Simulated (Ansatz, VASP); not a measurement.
## One calculation of SiC3, two programs

```
CELL_PARAMETERS angstrom
3.74192 0.00000 0.00000
0.00000 3.74192 0.00000
0.00000 0.00000 3.74192
ATOMIC_POSITIONS crystal
Si 0.00000 0.00000 0.00000
C 0.00000 0.50000 0.50000
C 0.50000 0.00000 0.50000
C 0.50000 0.50000 0.00000
```

Change from the starting cell: species swapped into the TaOs3 type (Pm-3m, No. 221).

Alike in both runs: task relaxation of cell and atoms; functional PBE; k mesh 4 × 4 × 4; occupations gaussian, width 0.1 eV; no spin polarisation.

```csv
,VASP,Ansatz
version,VASP 6.6.1,Ansatz 0.2.0
potentials or method,"VASP PAW PBE potentials, release 64 (Si, C), cutoff 600 eV","scalar-relativistic, plane waves, PAW"
valence electrons in the cell,16,16
```

Ansatz gave:

* gap on the k mesh at the Fermi level, each at its own relaxed structure (eV): none
* relaxed volume (Å³/atom): 8.08
* relaxed cell length with the largest relative difference (Å): 3.185

What did VASP give for the same quantities?

gap on the k mesh at the Fermi level, each at its own relaxed structure (eV): none; relaxed volume (Å³/atom): 8.11; relaxed cell length with the largest relative difference (Å): 3.190.

A gap of «none» marks a metal or a gap that the smearing closes.

The k mesh is coarse, so the values compare programs but aren't converged. Noted on VASP's run: the volume moved by over 15 % at a fixed basis, so the end points are rough.
